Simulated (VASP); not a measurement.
# ZrC (Fm-3m) in VASP: a series of runs

The runs below take ZrC through single point, with r2SCAN.

Everything below comes from runs of VASP 6.6.1. Logs are shortened: lines on timing, memory, paths and dates and some standing lists are left out, and cuts for length are marked.

## Step 1: The cell of the first run

It takes space group Fm-3m (No. 225, cubic). Conventional cell: a = 4.391 Å, b = 4.391 Å, c = 4.391 Å, α = 90.00°, β = 90.00°, γ = 90.00°. Zr (site symmetry m-3m) has 6 C at 2.20 Å within 2.9 Å. Within 2.9 Å of C (site symmetry m-3m) lie 6 Zr at 2.20 Å.

## Step 2: Single point, r2SCAN (10.58 Å³/atom)

Input file POSCAR:

```
ZrC
1.0
    0.0000000000      2.1954715183      2.1954715183
    2.1954715183      0.0000000000      2.1954715183
    2.1954715183      2.1954715183      0.0000000000
Zr C
1 1
Direct
    0.5000000000      0.5000000000      0.5000000000
    0.0000000000      0.0000000000      0.0000000000
```

Input file INCAR.step1:

```
PREC = Accurate
ENCUT = 660
ISMEAR = -1
SIGMA = 0.05
LREAL = F
LASPH = T
NELM = 120
NBANDS = 15
GGA = PE
ALGO = Normal
EDIFF = 1E-5
LWAVE = T
LCHARG = F
GGA_COMPAT = F
```

Input file INCAR.step2:

```
PREC = Accurate
ENCUT = 660
EDIFF = 1E-6
ISMEAR = -1
SIGMA = 0.05
LREAL = F
LASPH = T
NELM = 120
ALGO = Normal
ISIF = 2
LWAVE = F
LCHARG = T
METAGGA = R2SCAN
LMIXTAU = T
LELF = T
LVHAR = T
NBANDS = 15
ISTART = 1
GGA_COMPAT = F
```

Input file KPOINTS:

```
regular mesh
0
Gamma
  13 13 13
```

Potentials or basis: VASP PAW PBE potentials, release 64 (Zr_sv, C).

The run is started by

```bash
$ cat potpaw_PBE.64/Zr_sv/POTCAR potpaw_PBE.64/C/POTCAR > POTCAR
$ cp INCAR.step1 INCAR
$ mpirun -np 1 vasp_std > vasp.out
$ cp INCAR.step2 INCAR
$ mpirun -np 1 vasp_std > vasp.out
```

OUTCAR:

```text
PREC = Accurate
   ENCUT = 660
   EDIFF = 1E-6
   ISMEAR = -1
   LREAL = F
   LASPH = T
   NELM = 120
   ISIF = 2
   METAGGA = R2SCAN
   ISTART = 1

 ion  position               nearest neighbor table
   1  0.500  0.500  0.500-   2 2.20   2 2.20   2 2.20   2 2.20   2 2.20   2 2.20
   2  0.000  0.000  0.000-   1 2.20   1 2.20   1 2.20   1 2.20   1 2.20   1 2.20

  LATTYP: Found a face centered cubic cell.
 ALAT       =     4.3909430366

  Lattice vectors:

 A1 = (   0.0000000000,   2.1954715183,   2.1954715183)
 A2 = (   2.1954715183,   0.0000000000,   2.1954715183)
 A3 = (   2.1954715183,   2.1954715183,   0.0000000000)

Analysis of symmetry for initial positions (statically):
=====================================================================
 Subroutine PRICEL returns:
 Original cell was already a primitive cell.

 Routine SETGRP: Setting up the symmetry group for a
 face centered cubic supercell.

 Subroutine GETGRP returns: Found 48 space group operations
 (whereof 48 operations were pure point group operations)
 out of a pool of 48 trial point group operations.

The static configuration has the point symmetry O_h .

Analysis of symmetry for dynamics (positions and initial velocities):
=====================================================================
 Subroutine PRICEL returns:
 Original cell was already a primitive cell.

 Routine SETGRP: Setting up the symmetry group for a
 face centered cubic supercell.

 Subroutine GETGRP returns: Found 48 space group operations
 (whereof 48 operations were pure point group operations)
 out of a pool of 48 trial point group operations.

The dynamic configuration has the point symmetry O_h .

 Subroutine INISYM returns: Found 48 space group operations
 (whereof 48 operations are pure point group operations),
 and found     1 'primitive' translations

----------------------------------------------------------------------------------------

                                     Primitive cell

  volume of cell :      21.1648

  direct lattice vectors                    reciprocal lattice vectors
     0.000000000  2.195471518  2.195471518    -0.227741511  0.227741511  0.227741511
     2.195471518  0.000000000  2.195471518     0.227741511 -0.227741511  0.227741511
     2.195471518  2.195471518  0.000000000     0.227741511  0.227741511 -0.227741511

  length of vectors
     3.104865597  3.104865597  3.104865597     0.394459867  0.394459867  0.394459867

  position of ions in fractional coordinates (direct lattice)
[... 77 lines left out ...]
   ENCUT  =  660.0 eV  48.51 Ry    6.96 a.u.   6.50  6.50  6.50*2*pi/ulx,y,z
   NELM   =    120;   NELMIN=  2; NELMDL=  0     # of ELM steps
   EDIFF  = 0.1E-05   stopping-criterion for ELM
   LREAL  =      F    real-space projection
[... 7 lines left out ...]
   TEBEG  =    0.0;   TEEND  =   0.0 temperature during run
   PSTRESS=    0.0 pullay stress
   NELECT =      16.0000    total number of electrons
   NUPDOWN=      -1.0000    fix difference up-down
   EMIN   =  10.00;   EMAX   =-10.00  energy-range for DOS
   EFERMI =   0.00;   METHOD = LEGACY
   ISMEAR =    -1;   SIGMA  =   0.05  broadening in eV -4-tet -1-fermi 0-gaus
   EFERMI_NEDOS =   21; number of points for ismear=-14 and -15
   IALGO  =     38    algorithm
   IMIX   =      4    mixing-type and parameters
     AMIX     =   0.40;   BMIX     =  1.00
     AMIX_MAG =   1.60;   BMIX_MAG =  1.00
  volume/ion in A,a.u.               =      10.58        71.41
  Fermi-wavevector in a.u.,A,eV,Ry     =   1.491341  2.818226 30.260699  2.224099
  Thomas-Fermi vector in A             =   2.604009
   LORBIT       =      0    0 simple, 1 ext, 2 COOP (PROOUT), +10 PAW based schemes
   METAGGA = R2SCAN    functional components
   LHFCALC =     F    Hartree Fock is set to
   AEXX    =    0.0000 exact exchange contribution
   IVDW    =     0    specifies the selected vdW correction
   LEPSILON=     F    determine dielectric tensor
   LRPA    =     F    only Hartree local field effects (RPA)
 non-spin polarized calculation
  energy-cutoff  :      660.00
  volume of cell :       21.16
 maximum number of plane-waves:       869
 NGX is ok and might be reduce to    28
   NGX = 13   NGY = 13   NGZ = 13

 number of electron      16.0000000 magnetization

 Free energy of the ion-electron system (eV)
  ---------------------------------------------------
  ext. energy  EPLUGINS =         0.00000000
  ---------------------------------------------------
  free energy    TOTEN  =       -33.75248555 eV

  energy without entropy =      -33.74973128  energy(sigma->0) =      -33.75110841

 E-fermi :  12.2595     XC(G=0): -14.1107

 val. band max:       12.2224207900   @ k =   0.3846   0.3846   0.0000
 cond. band min:      12.2787731288   @ k =   0.0769   0.0000   0.0000
 fundamental gap:      0.0563523389
 Fermi energy:        12.2595081142

 k-point     1 :       0.0000    0.0000    0.0000
  band No.  band energies     occupation
      1     -36.9050      2.00000
      2     -13.6730      2.00000
      3     -13.6730      2.00000
      4     -13.6730      2.00000
      5      -0.4916      2.00000
      6      13.1427      0.00000
      7      13.1427      0.00000
      8      13.1427      0.00000
      9      13.5257      0.00000
     10      13.5257      0.00000
     11      13.5257      0.00000
     12      15.7669      0.00000
     13      15.7669      0.00000
     14      22.7268      0.00000
[... 401 lines left out ...]
      2     -15.2361      2.00000
      3     -14.0165      2.00000
      4     -13.9212      2.00000
      5       2.5648      2.00000
      6       7.0144      2.00000
      7       8.9968      2.00000
      8       9.1744      2.00000
      9      15.2397      0.00000
     10      18.4768      0.00000
     11      19.1607      0.00000
     12      22.3482      0.00000
     13      22.7999      0.00000
     14      25.6056      0.00000
     15      28.9216      0.00000

 [... further k-points ...]
[... 5 lines left out ...]
  --------------------------------------------------------------------------------------
  -------------------------------------------------------------------------------------
  Total        9.7659291      9.7659291      9.7659291      0.0000000      0.0000000      0.0000000
  in kB      739.2830230    739.2830230    739.2830230      0.0000000      0.0000000      0.0000000
  external PRESSURE =     739.2830230 kB  Pullay stress =       0.0000000 kB

 VOLUME and BASIS-vectors are now :
 -----------------------------------------------------------------------------
  energy-cutoff  :      660.00
  volume of cell :       21.16
      direct lattice vectors                 reciprocal lattice vectors
     0.000000000  2.195471518  2.195471518    -0.227741511  0.227741511  0.227741511
     2.195471518  0.000000000  2.195471518     0.227741511 -0.227741511  0.227741511
     2.195471518  2.195471518  0.000000000     0.227741511  0.227741511 -0.227741511

 POSITION                                       TOTAL-FORCE (eV/Angst)
 -----------------------------------------------------------------------------------
      2.19547      2.19547      2.19547         0.000000      0.000000      0.000000
      0.00000      0.00000      0.00000         0.000000     -0.000000     -0.000000
 -----------------------------------------------------------------------------------
    total drift:                                0.000000      0.000000      0.000000

  FREE ENERGIE OF THE ION-ELECTRON SYSTEM (eV)
  ---------------------------------------------------
  free  energy   TOTEN  =       -33.7524855505 eV

  energy  without entropy=      -33.7497312769  energy(sigma->0) =      -33.75110841
```

OSZICAR.step1:

```text
N       E                     dE             d eps       ncg     rms          rms(c)
DAV:   1     0.122613327328E+03    0.12261E+03   -0.99967E+03  2520   0.133E+03
DAV:   2    -0.151345741672E+02   -0.13775E+03   -0.12762E+03  3129   0.326E+02
DAV:   3    -0.214956864657E+02   -0.63611E+01   -0.63094E+01  3872   0.632E+01
DAV:   4    -0.217455180060E+02   -0.24983E+00   -0.24972E+00  3194   0.789E+00
DAV:   5    -0.217473430909E+02   -0.18251E-02   -0.18250E-02  3280   0.714E-01    0.313E+01
DAV:   6    -0.185262263064E+02    0.32211E+01   -0.54720E+00  3010   0.230E+01    0.122E+01
DAV:   7    -0.185327855043E+02   -0.65592E-02   -0.50314E-01  2971   0.519E+00    0.955E+00
DAV:   8    -0.185519777857E+02   -0.19192E-01   -0.14541E-01  3215   0.312E+00    0.533E+00
DAV:   9    -0.185366383266E+02    0.15339E-01   -0.24545E-02  2814   0.117E+00    0.101E+00
DAV:  10    -0.185360784894E+02    0.55984E-03   -0.42559E-03  3241   0.562E-01    0.435E-01
DAV:  11    -0.185359993750E+02    0.79114E-04   -0.29256E-04  2842   0.178E-01    0.296E-02
DAV:  12    -0.185359956891E+02    0.36858E-05   -0.80244E-06  2307   0.272E-02
   1 F= -.18535996E+02 E0= -.18534508E+02  d E =-.297510E-02
```

Wall time 66 s (1 thread of Intel Xeon 6975P-C (Granite Rapids), shared host); peak memory 0.19 GiB.

What came out:

* Free energy: -33.7525 eV
* Pressure: 73.9 GPa
* Band gap on the k mesh: zero (bands 8 and 9 overlap by 1.38 eV)

Caveat: the cell stands under pressure; the PAW data sets were made with another functional, which shifts forces and pressure a little.

## Step 3: Single point, r2SCAN

This run uses another cell than the first one, of 13.23 Å³/atom.

Input file POSCAR:

```
ZrC
1.0
    0.0000000000      2.3650000000      2.3650000000
    2.3650000000      0.0000000000      2.3650000000
    2.3650000000      2.3650000000      0.0000000000
Zr C
1 1
Direct
    0.5000000000      0.5000000000      0.5000000000
    0.0000000000      0.0000000000      0.0000000000
```

Input file INCAR.step1:

```
PREC     = Accurate       # precision mode
ENCUT    = 660            # plane-wave cutoff, eV
ISMEAR   = -1             # smearing method
SIGMA    = 0.05           # smearing width, eV
LREAL    = F              # projectors in reciprocal space
LASPH    = T              # aspherical terms in the spheres
NELM     = 120            # most SCF steps
NBANDS   = 15             # bands
GGA      = PE             # functional
ALGO     = Normal         # electronic algorithm
EDIFF    = 1E-5           # SCF threshold, eV
LWAVE    = T              # write WAVECAR
LCHARG   = F              # write CHGCAR
GGA_COMPAT= F
```

Input file INCAR.step2:

```
PREC     = Accurate       # precision mode
ENCUT    = 660            # plane-wave cutoff, eV
EDIFF    = 1E-6           # SCF threshold, eV
ISMEAR   = -1             # smearing method
SIGMA    = 0.05           # smearing width, eV
LREAL    = F              # projectors in reciprocal space
LASPH    = T              # aspherical terms in the spheres
NELM     = 120            # most SCF steps
ALGO     = Normal         # electronic algorithm
ISIF     = 2              # what is computed and relaxed
LWAVE    = F              # write WAVECAR
LCHARG   = F              # write CHGCAR
METAGGA  = R2SCAN         # meta-GGA
LMIXTAU  = T            
NBANDS   = 15             # bands
ISTART   = 1            
GGA_COMPAT= F
```

Input file KPOINTS:

```
Automatic mesh
0
Gamma
  13 13 13
```

Potentials or basis: VASP PAW PBE potentials, release 64 (Zr_sv, C).

The run is started by

```bash
$ cat potpaw_PBE.64/Zr_sv/POTCAR potpaw_PBE.64/C/POTCAR > POTCAR
$ cp INCAR.step1 INCAR
$ mpirun -np 1 vasp_std > vasp.out
$ cp INCAR.step2 INCAR
$ mpirun -np 1 vasp_std > vasp.out
```

OUTCAR:

```text
PREC = Accurate
   ENCUT = 660
   EDIFF = 1E-6
   ISMEAR = -1
   LREAL = F
   LASPH = T
   NELM = 120
   ISIF = 2
   METAGGA = R2SCAN
   ISTART = 1

 ion  position               nearest neighbor table
   1  0.500  0.500  0.500-   2 2.37   2 2.37   2 2.37   2 2.37   2 2.37   2 2.37
   2  0.000  0.000  0.000-   1 2.37   1 2.37   1 2.37   1 2.37   1 2.37   1 2.37

  LATTYP: Found a face centered cubic cell.
 ALAT       =     4.7300000000

  Lattice vectors:

 A1 = (   0.0000000000,   2.3650000000,   2.3650000000)
 A2 = (   2.3650000000,   0.0000000000,   2.3650000000)
[... 609 lines left out ...]
     12      17.7602      0.00000
     13      17.7629      0.00000
     14      20.1160      0.00000
     15      23.7207      0.00000

 [... further k-points ...]
[... 5 lines left out ...]
  --------------------------------------------------------------------------------------
  -------------------------------------------------------------------------------------
  Total       -0.4196982     -0.4196982     -0.4196982     -0.0000000      0.0000000      0.0000000
  in kB      -25.4169984    -25.4169984    -25.4169984     -0.0000000      0.0000000      0.0000000
  external PRESSURE =     -25.4169984 kB  Pullay stress =       0.0000000 kB

 VOLUME and BASIS-vectors are now :
 -----------------------------------------------------------------------------
  energy-cutoff  :      660.00
  volume of cell :       26.46
      direct lattice vectors                 reciprocal lattice vectors
     0.000000000  2.365000000  2.365000000    -0.211416490  0.211416490  0.211416490
     2.365000000  0.000000000  2.365000000     0.211416490 -0.211416490  0.211416490
     2.365000000  2.365000000  0.000000000     0.211416490  0.211416490 -0.211416490

 POSITION                                       TOTAL-FORCE (eV/Angst)
 -----------------------------------------------------------------------------------
      2.36500      2.36500      2.36500         0.000000      0.000000      0.000000
      0.00000      0.00000      0.00000        -0.000000     -0.000000     -0.000000
 -----------------------------------------------------------------------------------
    total drift:                                0.000000      0.000000      0.000000

  FREE ENERGIE OF THE ION-ELECTRON SYSTEM (eV)
  ---------------------------------------------------
  free  energy   TOTEN  =       -34.7243944994 eV

  energy  without entropy=      -34.7222785432  energy(sigma->0) =      -34.72333652
```

OSZICAR.step1:

```text
N       E                     dE             d eps       ncg     rms          rms(c)
DAV:   1     0.116037400177E+03    0.11604E+03   -0.97215E+03  2520   0.129E+03
DAV:   2    -0.160452407036E+02   -0.13208E+03   -0.12287E+03  3143   0.314E+02
DAV:   3    -0.228473252215E+02   -0.68021E+01   -0.67464E+01  4336   0.607E+01
DAV:   4    -0.229558392530E+02   -0.10851E+00   -0.10845E+00  2872   0.595E+00
DAV:   5    -0.229575199307E+02   -0.16807E-02   -0.16807E-02  3481   0.549E-01    0.197E+01
DAV:   6    -0.195984581639E+02    0.33591E+01   -0.64718E+00  2901   0.227E+01    0.674E+00
DAV:   7    -0.194796148903E+02    0.11884E+00   -0.60620E-01  2908   0.603E+00    0.592E+00
DAV:   8    -0.195042144445E+02   -0.24600E-01   -0.36713E-01  2961   0.478E+00    0.525E+00
DAV:   9    -0.194639598235E+02    0.40255E-01   -0.66988E-02  2786   0.193E+00    0.104E+00
DAV:  10    -0.194623872820E+02    0.15725E-02   -0.67877E-03  3297   0.662E-01    0.363E-02
DAV:  11    -0.194623925850E+02   -0.53030E-05   -0.14762E-04  2891   0.108E-01    0.572E-02
DAV:  12    -0.194623856808E+02    0.69043E-05   -0.47864E-06  2144   0.182E-02
   1 F= -.19462386E+02 E0= -.19461104E+02  d E =-.256401E-02
```

It took 1.8 min on 1 thread of Intel Xeon 6975P-C (Granite Rapids), shared host; peak memory 0.19 GiB.

Results:

* Free energy: -34.7244 eV
* Pressure: -2.5 GPa
* Band gap on the k mesh: zero (bands 8 and 9 overlap by 1.28 eV)

Caveat: the PAW data sets were made with another functional, which shifts forces and pressure a little.
